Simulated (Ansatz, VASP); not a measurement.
**Two plane-wave programs on CdS**

```
Cd S
1.0
     0.00000    2.87067    2.87067
     2.87067    0.00000    2.87067
     2.87067    2.87067    0.00000
Cd S
1 1
Direct
  0.00000 0.00000 0.00000
  0.75000 0.75000 0.75000
```

Change from the starting cell: volume scaled by 0.96, PAW files.

Alike in both runs: task electric field gradients; functional PBE; k mesh 8 × 8 × 8; occupations fermi-dirac, width 0.01 eV; no spin polarisation.

|  | VASP | Ansatz |
| --- | --- | --- |
| version | VASP 6.6.1 | Ansatz 0.2.0 |
| potentials or method | VASP PAW PBE potentials, release 64 (Cd, S) | PAW with Ansatz's default frozen-core files, scalar-relativistic |
| plane-wave cutoff (eV) | 520 | 420 |
| valence electrons in the cell | 18 | 26 |

VASP gave:

```
gap on the k mesh at the Fermi level (eV) : 1.25
pressure (GPa)                            : 6.8
```

Problem. Which values does Ansatz return?

Solution. gap on the k mesh at the Fermi level (eV): 1.24; pressure (GPa): 6.3.

The functional is the same, so the differences come from potentials, cutoffs and numerics. VASP's potentials hold 18 valence electrons a cell and Ansatz's 26, so a difference there can come from the potentials and not from the codes.
